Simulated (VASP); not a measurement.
# TaSi2 (P6_422) in VASP: relaxation of the atoms with PBE

Aim: the relaxation of the atoms of TaSi2 with PBE.

Everything below comes from runs of VASP 6.6.1. Logs are shortened: lines on timing, memory, paths and dates and some standing lists are left out, and cuts for length are marked.

**1. The cell of the first run**

Symmetry: P6_422, No. 181, hexagonal system. The conventional cell has a = 4.784 Å, b = 4.784 Å, c = 6.570 Å, α = 90.00°, β = 90.00°, γ = 120.00°. Ta (site symmetry 222) has 10 Si at 2.61 to 2.83 Å and 4 Ta at 3.24 Å within 3.4 Å. Within 3.4 Å of Si (site symmetry 2) lie 9 Si at 2.56 to 3.33 Å and 5 Ta at 2.61 to 2.83 Å.

**2. Relaxation of the atoms, PBE**

Input file INCAR:

```
SYSTEM = TaSi2
  ALGO = Normal
  EDIFF = 1E-6
  EDIFFG = -0.02
  ENCUT = 520
  GGA = PE
  IBRION = 2
  ISIF = 2
  ISMEAR = -1
  LASPH = .True.
  LCHARG = .False.
  LREAL = .False.
  LWAVE = .False.
  NELM = 100
  NSW = 80
  PREC = Accurate
  SIGMA = 0.05
```

Input file KPOINTS:

```
k-points
0
Gamma
  7 7 4
  0 0 0
```

Input file POSCAR:

```
TaSi2
1.0
    4.7839004637      0.0000000000      0.0000000000
   -2.3919502318      4.1429793307      0.0000000000
    0.0000000000      0.0000000000      6.5700000000
Ta Si
3 6
Direct
    0.5000000000      0.0000000000      0.0000000000
    0.5000000000      0.5000000000      0.6666666667
    0.0000000000      0.5000000000      0.3333333333
    0.1589700000      0.3179400000      0.0000000000
    0.8410300000      0.1589700000      0.6666666667
    0.6820600000      0.8410300000      0.3333333333
    0.8410300000      0.6820600000      0.0000000000
    0.1589700000      0.8410300000      0.6666666667
    0.3179400000      0.1589700000      0.3333333333
```

Potentials or basis: VASP PAW PBE potentials, release 64 (Ta_pv, Si).

Started as:

```
$ cat potpaw_PBE.64/Ta_pv/POTCAR potpaw_PBE.64/Si/POTCAR > POTCAR
$ mpirun -np 1 vasp_std > vasp.out
```

OUTCAR:

```text
SYSTEM = TaSi2
   EDIFF = 1E-6
   EDIFFG = -0.02
   ENCUT = 520
   GGA = PE
   IBRION = 2
   ISIF = 2
   ISMEAR = -1
   LASPH = .True.
   LREAL = .False.
   NELM = 100
   NSW = 80
   PREC = Accurate

 ion  position               nearest neighbor table
   1  0.500  0.000  0.000-   6 2.61   9 2.61   8 2.61   5 2.61   4 2.73   7 2.73   4 2.73   7 2.73
                             4 2.83   7 2.83   2 3.24   2 3.24   3 3.24   3 3.24
   2  0.500  0.500  0.667-   4 2.61   7 2.61   6 2.61   9 2.61   5 2.73   8 2.73   8 2.73   5 2.73
                             8 2.83   5 2.83   1 3.24   1 3.24   3 3.24   3 3.24
   3  0.000  0.500  0.333-   4 2.61   7 2.61   5 2.61   8 2.61   9 2.73   6 2.73   9 2.73   6 2.73
                             6 2.83   9 2.83   1 3.24   1 3.24   2 3.24   2 3.24
   4  0.159  0.318  0.000-   9 2.56   5 2.56   3 2.61   2 2.61   7 2.63   1 2.73   1 2.73   1 2.83
                             7 2.83   7 2.83
   5  0.841  0.159  0.667-   4 2.56   6 2.56   1 2.61   3 2.61   8 2.63   2 2.73   2 2.73   2 2.83
                             8 2.83   8 2.83
   6  0.682  0.841  0.333-   7 2.56   5 2.56   1 2.61   2 2.61   9 2.63   3 2.73   3 2.73   3 2.83
                             9 2.83   9 2.83
   7  0.841  0.682  0.000-   6 2.56   8 2.56   3 2.61   2 2.61   4 2.63   1 2.73   1 2.73   1 2.83
                             4 2.83   4 2.83
   8  0.159  0.841  0.667-   7 2.56   9 2.56   1 2.61   3 2.61   5 2.63   2 2.73   2 2.73   2 2.83
                             5 2.83   5 2.83
   9  0.318  0.159  0.333-   4 2.56   8 2.56   1 2.61   2 2.61   6 2.63   3 2.73   3 2.73   3 2.83
                             6 2.83   6 2.83

  LATTYP: Found a hexagonal cell.
 ALAT       =     4.7839004637
 C/A-ratio  =     1.3733563334

  Lattice vectors:

 A1 = (   4.7839004637,   0.0000000000,   0.0000000000)
 A2 = (  -2.3919502318,   4.1429793307,   0.0000000000)
 A3 = (   0.0000000000,   0.0000000000,   6.5700000000)

Analysis of symmetry for initial positions (statically):
=====================================================================
 Subroutine PRICEL returns:
 Original cell was already a primitive cell.

 Routine SETGRP: Setting up the symmetry group for a
 hexagonal supercell.

 Subroutine GETGRP returns: Found 12 space group operations
 (whereof  4 operations were pure point group operations)
 out of a pool of 24 trial point group operations.

The static configuration has the point symmetry D_2 .
 The point group associated with its full space group is D_6 .

Analysis of symmetry for dynamics (positions and initial velocities):
=====================================================================
 Subroutine PRICEL returns:
 Original cell was already a primitive cell.

 Routine SETGRP: Setting up the symmetry group for a
 hexagonal supercell.

 Subroutine GETGRP returns: Found 12 space group operations
 (whereof  4 operations were pure point group operations)
 out of a pool of 24 trial point group operations.

The dynamic configuration has the point symmetry D_2 .
 The point group associated with its full space group is D_6 .

 Subroutine INISYM returns: Found 12 space group operations
 (whereof  4 operations are pure point group operations),
 and found     1 'primitive' translations

----------------------------------------------------------------------------------------

                                     Primitive cell

  volume of cell :     130.2148

  direct lattice vectors                    reciprocal lattice vectors
     4.783900464  0.000000000  0.000000000     0.209034450  0.120686096  0.000000000
    -2.391950232  4.142979331  0.000000000     0.000000000  0.241372191  0.000000000
     0.000000000  0.000000000  6.570000000     0.000000000  0.000000000  0.152207002

  length of vectors
     4.783900464  4.783900464  6.570000000     0.241372191  0.241372191  0.152207002

  position of ions in fractional coordinates (direct lattice)
     0.500000000  0.000000000  0.000000000
     0.500000000  0.500000000  0.666666667
     0.000000000  0.500000000  0.333333333
     0.158970000  0.317940000  0.000000000
     0.841030000  0.158970000  0.666666667
     0.682060000  0.841030000  0.333333333
     0.841030000  0.682060000  0.000000000
     0.158970000  0.841030000  0.666666667
     0.317940000  0.158970000  0.333333333
[... 73 lines left out ...]
 SYSTEM =  TaSi2
   PREC   = accura    normal or accurate (medium, high low for compatibility)
   ISTART =      0    job   : 0-new  1-cont  2-samecut
   ICHARG =      2    charge: 1-file 2-atom 10-const
   ISPIN  =      1    spin polarized calculation?
   LNONCOLLINEAR =      F non collinear calculations
   LSORBIT =      F    spin-orbit coupling
   LASPH  =      T    aspherical Exc in radial PAW
   ENCUT  =  520.0 eV  38.22 Ry    6.18 a.u.   8.89  8.89 12.22*2*pi/ulx,y,z
   NELM   =    100;   NELMIN=  2; NELMDL= -5     # of ELM steps
   EDIFF  = 0.1E-05   stopping-criterion for ELM
   LREAL  =      F    real-space projection
   EDIFFG = -.2E-01   stopping-criterion for IOM
   NSW    =     80    number of steps for IOM
   IBRION =      2    ionic relax: 0-MD 1-quasi-New 2-CG
   NFREE  =      1    steps in history (QN), initial steepest desc. (CG)
   ISIF   =      2    stress and relaxation
   ISYM   =      2    0-nonsym 1-usesym 2-fastsym
   POTIM  = 0.5000    time-step for ionic-motion
   TEBEG  =    0.0;   TEEND  =   0.0 temperature during run
   PSTRESS=    0.0 pullay stress
   NELECT =      57.0000    total number of electrons
   NUPDOWN=      -1.0000    fix difference up-down
   EMIN   =  10.00;   EMAX   =-10.00  energy-range for DOS
   EFERMI =   0.00;   METHOD = LEGACY
   ISMEAR =    -1;   SIGMA  =   0.05  broadening in eV -4-tet -1-fermi 0-gaus
   EFERMI_NEDOS =   21; number of points for ismear=-14 and -15
   IALGO  =     38    algorithm
   IMIX   =      4    mixing-type and parameters
     AMIX     =   0.40;   BMIX     =  1.00
     AMIX_MAG =   1.60;   BMIX_MAG =  1.00
  volume/ion in A,a.u.               =      14.47        97.64
  Fermi-wavevector in a.u.,A,eV,Ry     =   1.243025  2.348976 21.022497  1.545110
  Thomas-Fermi vector in A             =   2.377353
   LORBIT       =      0    0 simple, 1 ext, 2 COOP (PROOUT), +10 PAW based schemes
   GGA     = PE    functional components
   LHFCALC =     F    Hartree Fock is set to
   AEXX    =    0.0000 exact exchange contribution
   IVDW    =     0    specifies the selected vdW correction
   LEPSILON=     F    determine dielectric tensor
   LRPA    =     F    only Hartree local field effects (RPA)
 conjugate gradient relaxation of ions
 non-spin polarized calculation
  energy-cutoff  :      520.00
  volume of cell :      130.21
 maximum number of plane-waves:      3523
 NGX is ok and might be reduce to    36
   NGX = 17   NGY = 17   NGZ = 25

--------------------------------------- Ionic step        1  -------------------------------------------

 number of electron      57.0000004 magnetization

 Free energy of the ion-electron system (eV)
  ---------------------------------------------------
  ext. energy  EPLUGINS =         0.00000000
  ---------------------------------------------------
  free energy    TOTEN  =       -72.26360719 eV

  energy without entropy =      -72.23738160  energy(sigma->0) =      -72.25049439

------------------------ aborting loop because EDIFF is reached ----------------------------------------

  FORCE on cell =-STRESS in cart. coord.  units (eV):
  Direction    XX          YY          ZZ          XY          YZ          ZX
  --------------------------------------------------------------------------------------
  -------------------------------------------------------------------------------------
  Total        1.7754759      1.7754759      2.7526822      0.0000000     -0.0000000      0.0000000
  in kB       21.8456558     21.8456558     33.8693131      0.0000000     -0.0000000      0.0000000
  external PRESSURE =      25.8535416 kB  Pullay stress =       0.0000000 kB

 VOLUME and BASIS-vectors are now :
 -----------------------------------------------------------------------------
  energy-cutoff  :      520.00
  volume of cell :      130.21
      direct lattice vectors                 reciprocal lattice vectors
     4.783900464  0.000000000  0.000000000     0.209034450  0.120686096  0.000000000
    -2.391950232  4.142979331  0.000000000     0.000000000  0.241372191  0.000000000
     0.000000000  0.000000000  6.570000000     0.000000000  0.000000000  0.152207002

 POSITION                                       TOTAL-FORCE (eV/Angst)
 -----------------------------------------------------------------------------------
      2.39195      0.00000      0.00000         0.000000      0.000000      0.000000
      1.19598      2.07149      4.38000         0.000000      0.000000     -0.000000
     -1.19598      2.07149      2.19000         0.000000      0.000000      0.000000
      0.00000      1.31722      0.00000         0.000000      0.025036      0.000000
      3.64316      0.65861      4.38000        -0.021682      0.012518      0.000000
      1.25121      3.48437      2.19000        -0.021682     -0.012518      0.000000
      2.39195      2.82576      0.00000        -0.000000     -0.025036      0.000000
     -1.25121      3.48437      4.38000         0.021682     -0.012518     -0.000000
      1.14074      0.65861      2.19000         0.021682      0.012518      0.000000
 -----------------------------------------------------------------------------------
    total drift:                               -0.000000      0.000000      0.000000

  FREE ENERGIE OF THE ION-ELECTRON SYSTEM (eV)
  ---------------------------------------------------
  free  energy   TOTEN  =       -72.2636071854 eV

  energy  without entropy=      -72.2373816037  energy(sigma->0) =      -72.25049439

--------------------------------------- Ionic step        2  -------------------------------------------

 number of electron      57.0000004 magnetization

 Free energy of the ion-electron system (eV)
  ---------------------------------------------------
  ext. energy  EPLUGINS =         0.00000000
  ---------------------------------------------------
  free energy    TOTEN  =       -72.26372753 eV

  energy without entropy =      -72.23741255  energy(sigma->0) =      -72.25057004

 E-fermi :   9.3598     XC(G=0): -12.0755

 val. band max:        9.3120386630   @ k =   0.2857   0.2857   0.2500
 cond. band min:       9.3689923765   @ k =   0.4286   0.1429   0.2500
 fundamental gap:      0.0569537135
 Fermi energy:         9.3597996224

 k-point     1 :       0.0000    0.0000    0.0000
  band No.  band energies     occupation
      1     -25.0064      2.00000
      2     -25.0003      2.00000
      3     -25.0003      2.00000
      4     -24.9360      2.00000
      5     -24.9360      2.00000
      6     -24.8385      2.00000
[... 877 lines left out ...]
     33      11.6359      0.00000
     34      11.6589      0.00000

------------------------ aborting loop because EDIFF is reached ----------------------------------------

  FORCE on cell =-STRESS in cart. coord.  units (eV):
  Direction    XX          YY          ZZ          XY          YZ          ZX
  --------------------------------------------------------------------------------------
  -------------------------------------------------------------------------------------
  Total        1.7666216      1.7666216      2.7716601      0.0000000      0.0000000      0.0000000
  in kB       21.7367123     21.7367123     34.1028191      0.0000000      0.0000000      0.0000000
  external PRESSURE =      25.8587479 kB  Pullay stress =       0.0000000 kB

 VOLUME and BASIS-vectors are now :
 -----------------------------------------------------------------------------
  energy-cutoff  :      520.00
  volume of cell :      130.21
      direct lattice vectors                 reciprocal lattice vectors
     4.783900464  0.000000000  0.000000000     0.209034450  0.120686096  0.000000000
    -2.391950232  4.142979331  0.000000000     0.000000000  0.241372191  0.000000000
     0.000000000  0.000000000  6.570000000     0.000000000  0.000000000  0.152207002

 POSITION                                       TOTAL-FORCE (eV/Angst)
 -----------------------------------------------------------------------------------
      2.39195      0.00000      0.00000         0.000000     -0.000000     -0.000000
      1.19598      2.07149      4.38000         0.000000     -0.000000      0.000000
     -1.19598      2.07149      2.19000         0.000000      0.000000      0.000000
      0.00000      1.31843      0.00000         0.000000      0.007974     -0.000000
      3.64211      0.65921      4.38000        -0.006906      0.003987      0.000000
      1.25016      3.48377      2.19000        -0.006906     -0.003987     -0.000000
      2.39195      2.82455      0.00000        -0.000000     -0.007974     -0.000000
     -1.25016      3.48377      4.38000         0.006906     -0.003987     -0.000000
      1.14179      0.65921      2.19000         0.006906      0.003987     -0.000000
 -----------------------------------------------------------------------------------
    total drift:                               -0.000000      0.000000      0.000000

  FREE ENERGIE OF THE ION-ELECTRON SYSTEM (eV)
  ---------------------------------------------------
  free  energy   TOTEN  =       -72.2637275318 eV

  energy  without entropy=      -72.2374125462  energy(sigma->0) =      -72.25057004

 reached required accuracy - stopping structural energy minimisation
```

Wall time 56 s (1 thread of Intel Xeon 6975P-C (Granite Rapids), shared host); peak memory 0.28 GiB.

Results:

```
Free energy                  : -72.2637 eV
Energy gained by relaxing    : 0.0 meV/atom
Ionic steps                  : 2
Pressure after relaxing      : 2.6 GPa
Largest force after relaxing : 0.008 eV/Å
Band gap on the k mesh       : zero (an odd number of electrons rules out a gap without spin polarisation)
```

Forces in eV/Å, atoms in the order of the input:
```
Ta   0.000  0.000  0.000
Ta   0.000  0.000  0.000
Ta   0.000  0.000  0.000
Si   0.000  0.008  0.000
Si  -0.007  0.004  0.000
Si  -0.007 -0.004  0.000
Si   0.000 -0.008  0.000
Si   0.007 -0.004  0.000
Si   0.007  0.004  0.000
```

Stress tensor (GPa, compression positive):
```
2.17 0.00 0.00
0.00 2.17 0.00
0.00 0.00 3.41
```

Step by step:
```
step  energy change (eV)  largest force (eV/Å)  pressure (GPa)
   1              0.0000                0.0250            2.59
   2             -0.0001                0.0080            2.59
```

Final structure:
```
Ta Si
1.0
     4.78390    0.00000    0.00000
    -2.39195    4.14298    0.00000
     0.00000    0.00000    6.57000
Ta Si
3 6
Direct
  0.50000 0.00000 0.00000
  0.50000 0.50000 0.66667
  0.00000 0.50000 0.33333
  0.15912 0.31823 0.00000
  0.84088 0.15912 0.66667
  0.68177 0.84088 0.33333
  0.84088 0.68177 0.00000
  0.15912 0.84088 0.66667
  0.31823 0.15912 0.33333
```

Caveat: spin-orbit coupling is left out, which moves the levels of the heavy elements; an odd number of electrons without spin polarisation forces a metal; a magnetic or distorted state may lie lower.

The gap in the log of VASP goes by the Fermi energy; the results here count the filled bands.